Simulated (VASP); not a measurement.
# C (Fd-3m) in VASP: single point with HSE06

Aim: the single point of C with HSE06.

All numbers are computed with VASP 6.6.1; they aren't measurements. Logs are shortened: lines on timing, memory, paths and dates and some standing lists are left out, and cuts for length are marked.

### Step 1. The cell of the first run

The structure is cubic, space group Fd-3m (No. 227). Conventional cell: a = 3.560 Å, b = 3.560 Å, c = 3.560 Å, α = 90.00°, β = 90.00°, γ = 90.00°. Within 2.1 Å of C (site symmetry -43m) lie 4 C at 1.54 Å.

### Step 2. Single point, HSE06

POSCAR reads:

```
C
1.0
    0.0000000000      1.7801241434      1.7801241434
    1.7801241434      0.0000000000      1.7801241434
    1.7801241434      1.7801241434      0.0000000000
C
2
Direct
    0.0000000000      0.0000000000      0.0000000000
    0.2500000000      0.2500000000      0.2500000000
```

INCAR.step1 reads:

```
SYSTEM = C
ALGO = Normal
EDIFF = 1E-5
ENCUT = 520
GGA = PE
ISIF = 2
ISMEAR = 0
LASPH = .True.
LCHARG = .False.
LREAL = .False.
LWAVE = .True.
NBANDS = 11
NELM = 60
PREC = Accurate
SIGMA = 0.01
```

INCAR.step2 reads:

```
SYSTEM = C
ALGO = Normal
EDIFF = 1E-6
ENCUT = 520
GGA = PE
HFSCREEN = 0.2079
ISIF = 2
ISMEAR = 0
ISTART = 1
LASPH = .True.
LCHARG = .False.
LHFCALC = .True.
LREAL = .False.
LWAVE = .False.
NBANDS = 11
NELM = 60
PREC = Accurate
PRECFOCK = Normal
SIGMA = 0.01
```

KPOINTS reads:

```
k-points
0
Gamma
  8 8 8
  0 0 0
```

Potentials or basis: VASP PAW PBE potentials, release 64 (C).

On the command line:

```bash
$ cat potpaw_PBE.64/C/POTCAR > POTCAR
$ cp INCAR.step1 INCAR
$ mpirun -np 1 vasp_std > vasp.out
$ cp INCAR.step2 INCAR
$ mpirun -np 1 vasp_std > vasp.out
```

OUTCAR:

```text
SYSTEM = C
   EDIFF = 1E-6
   ENCUT = 520
   GGA = PE
   HFSCREEN = 0.2079
   ISIF = 2
   ISMEAR = 0
   ISTART = 1
   LASPH = .True.
   LHFCALC = .True.
   LREAL = .False.
   NELM = 60
   PREC = Accurate
   PRECFOCK = Normal

 ion  position               nearest neighbor table
   1  0.000  0.000  0.000-   2 1.54   2 1.54   2 1.54   2 1.54
   2  0.250  0.250  0.250-   1 1.54   1 1.54   1 1.54   1 1.54

  LATTYP: Found a face centered cubic cell.
 ALAT       =     3.5602482868

  Lattice vectors:

 A1 = (   0.0000000000,   1.7801241434,   1.7801241434)
 A2 = (   1.7801241434,   0.0000000000,   1.7801241434)
 A3 = (   1.7801241434,   1.7801241434,   0.0000000000)

Analysis of symmetry for initial positions (statically):
=====================================================================
 Subroutine PRICEL returns:
 Original cell was already a primitive cell.

 Routine SETGRP: Setting up the symmetry group for a
 face centered cubic supercell.

 Subroutine GETGRP returns: Found 48 space group operations
 (whereof 24 operations were pure point group operations)
 out of a pool of 48 trial point group operations.

The static configuration has the point symmetry T_d .
 The point group associated with its full space group is O_h .

Analysis of symmetry for dynamics (positions and initial velocities):
=====================================================================
 Subroutine PRICEL returns:
 Original cell was already a primitive cell.

 Routine SETGRP: Setting up the symmetry group for a
 face centered cubic supercell.

 Subroutine GETGRP returns: Found 48 space group operations
 (whereof 24 operations were pure point group operations)
 out of a pool of 48 trial point group operations.

The dynamic configuration has the point symmetry T_d .
 The point group associated with its full space group is O_h .

 Subroutine INISYM returns: Found 48 space group operations
 (whereof 24 operations are pure point group operations),
 and found     1 'primitive' translations

----------------------------------------------------------------------------------------

                                     Primitive cell

  volume of cell :      11.2819

  direct lattice vectors                    reciprocal lattice vectors
     0.000000000  1.780124143  1.780124143    -0.280879287  0.280879287  0.280879287
     1.780124143  0.000000000  1.780124143     0.280879287 -0.280879287  0.280879287
     1.780124143  1.780124143  0.000000000     0.280879287  0.280879287 -0.280879287

  length of vectors
     2.517475706  2.517475706  2.517475706     0.486497196  0.486497196  0.486497196

  position of ions in fractional coordinates (direct lattice)
     0.000000000  0.000000000  0.000000000
     0.250000000  0.250000000  0.250000000

  ion indices of the primitive-cell ions
   primitive index   ion index
                 1           1
                 2           2

----------------------------------------------------------------------------------------

 KPOINTS: k-points

Automatic generation of k-mesh.
 Grid dimensions read from file:
 generate k-points for:    8    8    8

 Generating k-lattice:

  Cartesian coordinates                     Fractional coordinates (reciprocal lattice)
    -0.035109911  0.035109911  0.035109911     0.125000000  0.000000000  0.000000000
     0.035109911 -0.035109911  0.035109911     0.000000000  0.125000000  0.000000000
     0.035109911  0.035109911 -0.035109911     0.000000000  0.000000000  0.125000000

  Length of vectors
     0.060812149  0.060812149  0.060812149

  Shift w.r.t. Gamma in fractional coordinates (k-lattice)
     0.000000000  0.000000000  0.000000000

 Subroutine IBZKPT returns following result:
 ===========================================

 Found     29 irreducible k-points:

 Following reciprocal coordinates:
            Coordinates               Weight
  0.000000  0.000000  0.000000      1.000000
  0.125000  0.000000  0.000000      8.000000
  0.250000  0.000000  0.000000      8.000000
  0.375000  0.000000  0.000000      8.000000
  0.500000  0.000000  0.000000      4.000000
  0.125000  0.125000  0.000000      6.000000
[... 16 lines left out ...]
  0.500000  0.250000  0.125000     48.000000
 -0.375000  0.250000  0.125000     24.000000
 [... further k-points ...]
   k-points           NKPTS =     29   k-points in BZ     NKDIM =    512   number of bands    NBANDS=     11
   number of dos      NEDOS =    301   number of ions     NIONS =      2
   total plane-waves  NPLWV =   8000
   dimension x,y,z NGX =    20 NGY =   20 NGZ =   20
   dimension x,y,z NGXF=    40 NGYF=   40 NGZF=   40
   ions per type =               2
   NGX,Y,Z   is equivalent  to a cutoff of  13.21, 13.21, 13.21 a.u.
   NGXF,Y,Z  is equivalent  to a cutoff of  26.41, 26.41, 26.41 a.u.
 SYSTEM =  C
   PREC   = accura    normal or accurate (medium, high low for compatibility)
   ISTART =      1    job   : 0-new  1-cont  2-samecut
   ICHARG =      0    charge: 1-file 2-atom 10-const
   ISPIN  =      1    spin polarized calculation?
   LNONCOLLINEAR =      F non collinear calculations
   LSORBIT =      F    spin-orbit coupling
   LASPH  =      T    aspherical Exc in radial PAW
   ENCUT  =  520.0 eV  38.22 Ry    6.18 a.u.   4.68  4.68  4.68*2*pi/ulx,y,z
   NELM   =     60;   NELMIN=  2; NELMDL=  0     # of ELM steps
   EDIFF  = 0.1E-05   stopping-criterion for ELM
   LREAL  =      F    real-space projection
   EDIFFG = 0.1E-04   stopping-criterion for IOM
   NSW    =      0    number of steps for IOM
   IBRION =     -1    ionic relax: 0-MD 1-quasi-New 2-CG
   NFREE  =      0    steps in history (QN), initial steepest desc. (CG)
   ISIF   =      2    stress and relaxation
   ISYM   =      3    0-nonsym 1-usesym 2-fastsym
   POTIM  = 0.5000    time-step for ionic-motion
   TEBEG  =    0.0;   TEEND  =   0.0 temperature during run
   PSTRESS=    0.0 pullay stress
   NELECT =       8.0000    total number of electrons
   NUPDOWN=      -1.0000    fix difference up-down
   EMIN   =  10.00;   EMAX   =-10.00  energy-range for DOS
   EFERMI =   0.00;   METHOD = LEGACY
   ISMEAR =     0;   SIGMA  =   0.01  broadening in eV -4-tet -1-fermi 0-gaus
   EFERMI_NEDOS =   21; number of points for ismear=-14 and -15
   IALGO  =     38    algorithm
   IMIX   =      1    mixing-type and parameters
     AMIX     =   0.40;   BMIX     =  1.00
     AMIX_MAG =   1.60;   BMIX_MAG =  1.00
  volume/ion in A,a.u.               =       5.64        38.07
  Fermi-wavevector in a.u.,A,eV,Ry     =   1.459860  2.758735 28.996616  2.131191
  Thomas-Fermi vector in A             =   2.576377
   LORBIT       =      0    0 simple, 1 ext, 2 COOP (PROOUT), +10 PAW based schemes
   GGA     = PE    functional components
   LHFCALC =     T    Hartree Fock is set to
   PRECFOCK=normal    Normal, Fast or Accurate (Low or Medium for compatibility)
   ENCUT4O =  -1.0   cutoff for four orbital integrals eV
   NKREDX  =     1    reduce k-point grid by
   NKREDY  =     1    reduce k-point grid by
   NKREDZ  =     1    reduce k-point grid by
   AEXX    =    0.2500 exact exchange contribution
   HFSCREEN=    0.2079 screening length (either q_TF or 0.3 A-1)
   HFSCREENC=   0.2079 screening length for correlation (either q_TF or 0.3 A-1)
   ENCUTFOCK=  -1.0 apply spherical cutoff to Coloumb kernel
   IVDW    =     0    specifies the selected vdW correction
   LEPSILON=     F    determine dielectric tensor
   LRPA    =     F    only Hartree local field effects (RPA)
 non-spin polarized calculation
 Gauss-broadening in eV      SIGMA  =   0.01
  energy-cutoff  :      520.00
  volume of cell :       11.28
 maximum number of plane-waves:       314
  NGX = 16; NGY = 16; NGZ = 16

 number of electron       7.9999999 magnetization

 Free energy of the ion-electron system (eV)
  ---------------------------------------------------
  ext. energy  EPLUGINS =         0.00000000
  ---------------------------------------------------
  free energy    TOTEN  =       -21.05081071 eV

  energy without entropy =      -21.05081071  energy(sigma->0) =      -21.05081071

 E-fermi :   9.2654     XC(G=0): -10.8444

 val. band max:        9.1911915282   @ k =   0.0000   0.0000   0.0000
 cond. band min:      14.4828348811   @ k =   0.3750   0.3750   0.0000
 fundamental gap:      5.2916433529
 Fermi energy:         9.2653527961

 k-point     1 :       0.0000    0.0000    0.0000
  band No.  band energies     occupation
      1     -14.4219      2.00000
      2       9.1912      2.00000
      3       9.1912      2.00000
      4       9.1912      2.00000
      5      16.1782      0.00000
      6      16.1782      0.00000
      7      16.1782      0.00000
      8      24.5832      0.00000
      9      30.1092      0.00000
     10      37.5525      0.00000
     11      37.5525      0.00000

 k-point     2 :       0.1250    0.0000    0.0000
  band No.  band energies     occupation
      1     -13.9525      2.00000
      2       6.5730      2.00000
      3       8.4935      2.00000
      4       8.4935      2.00000
      5      17.1040      0.00000
      6      17.1040      0.00000
      7      17.5148      0.00000
      8      24.9739      0.00000
      9      30.8514      0.00000
     10      34.3567      0.00000
     11      34.3567      0.00000

 k-point     3 :       0.2500    0.0000    0.0000
  band No.  band energies     occupation
      1     -12.5582      2.00000
      2       1.9500      2.00000
      3       7.2903      2.00000
      4       7.2903      2.00000
      5      18.5600      0.00000
      6      18.5600      0.00000
      7      18.8642      0.00000
      8      25.9370      0.00000
      9      31.7341      0.00000
     10      33.2716      0.00000
     11      33.2716      0.00000

 k-point     4 :       0.3750    0.0000    0.0000
  band No.  band energies     occupation
      1     -10.3132      2.00000
      2      -2.5571      2.00000
      3       6.4174      2.00000
      4       6.4174      2.00000
      5      19.1735      0.00000
      6      19.1735      0.00000
      7      19.4488      0.00000
      8      26.6917      0.00000
      9      32.3182      0.00000
     10      35.0820      0.00000
     11      35.0820      0.00000

 k-point     5 :       0.5000    0.0000    0.0000
  band No.  band energies     occupation
      1      -8.1725      2.00000
      2      -5.4894      2.00000
      3       6.1123      2.00000
      4       6.1123      2.00000
      5      19.2323      0.00000
      6      19.2323      0.00000
      7      19.6082      0.00000
      8      26.8501      0.00000
      9      33.1834      0.00000
     10      35.6286      0.00000
     11      37.2353      0.00000
[... 211 lines left out ...]
 k-point    21 :       0.5000    0.5000    0.0000
  band No.  band energies     occupation
      1      -4.9213      2.00000
      2      -4.9213      2.00000
      3       2.2851      2.00000
      4       2.2851      2.00000
      5      15.1111      0.00000
      6      15.1111      0.00000
      7      28.4968      0.00000
      8      28.4968      0.00000
      9      34.8343      0.00000
     10      34.8343      0.00000
     11      43.5854      0.00000

 k-point    22 :       0.3750    0.2500    0.1250
  band No.  band energies     occupation
      1     -11.3335      2.00000
      2       1.9973      2.00000
      3       3.1933      2.00000
      4       6.0276      2.00000
      5      17.1896      0.00000
      6      20.9342      0.00000
      7      22.6404      0.00000
      8      22.6641      0.00000
      9      31.9087      0.00000
     10      32.8147      0.00000
     11      36.8604      0.00000

 k-point    23 :       0.5000    0.2500    0.1250
  band No.  band energies     occupation
      1      -9.1295      2.00000
      2      -1.6604      2.00000
      3       2.3007      2.00000
      4       4.7228      2.00000
      5      18.6540      0.00000
      6      20.4421      0.00000
      7      23.5289      0.00000
      8      24.4874      0.00000
      9      31.3858      0.00000
     10      33.6858      0.00000
     11      37.4774      0.00000

 k-point    24 :      -0.3750    0.2500    0.1250
  band No.  band energies     occupation
      1      -7.0621      2.00000
      2      -4.3951      2.00000
      3       2.2474      2.00000
      4       4.0637      2.00000
      5      18.9355      0.00000
      6      20.2878      0.00000
      7      24.3327      0.00000
      8      26.2220      0.00000
      9      29.2515      0.00000
     10      35.5677      0.00000
     11      37.6043      0.00000

 [... further k-points ...]

------------------------ aborting loop because EDIFF is reached ----------------------------------------

  FORCE on cell =-STRESS in cart. coord.  units (eV):
  Direction    XX          YY          ZZ          XY          YZ          ZX
  --------------------------------------------------------------------------------------
  -------------------------------------------------------------------------------------
  Total       -0.3420549     -0.3420549     -0.3420549     -0.0000000      0.0000000     -0.0000000
  in kB      -48.5764276    -48.5764276    -48.5764276     -0.0000000      0.0000000     -0.0000000
  external PRESSURE =     -48.5764276 kB  Pullay stress =       0.0000000 kB

 VOLUME and BASIS-vectors are now :
 -----------------------------------------------------------------------------
  energy-cutoff  :      520.00
  volume of cell :       11.28
      direct lattice vectors                 reciprocal lattice vectors
     0.000000000  1.780124143  1.780124143    -0.280879287  0.280879287  0.280879287
     1.780124143  0.000000000  1.780124143     0.280879287 -0.280879287  0.280879287
     1.780124143  1.780124143  0.000000000     0.280879287  0.280879287 -0.280879287

 POSITION                                       TOTAL-FORCE (eV/Angst)
 -----------------------------------------------------------------------------------
      0.00000      0.00000      0.00000         0.000000      0.000000      0.000000
      0.89006      0.89006      0.89006        -0.000000     -0.000000      0.000000
 -----------------------------------------------------------------------------------
    total drift:                               -0.000000      0.000000     -0.000000

  FREE ENERGIE OF THE ION-ELECTRON SYSTEM (eV)
  ---------------------------------------------------
  free  energy   TOTEN  =       -21.0508107089 eV

  energy  without entropy=      -21.0508107089  energy(sigma->0) =      -21.05081071
```

Run time: 16 min. Hardware: 1 thread of Intel Xeon 8259CL, shared host; peak memory 0.22 GiB.

What came out:

- Free energy: -21.0508 eV
- Pressure: -4.9 GPa
- Band gap on the k mesh: 5.29 eV (least direct gap 6.99 eV)

Caveat: the cell stands under tension; the PAW data sets were made with another functional, which shifts forces and pressure a little.
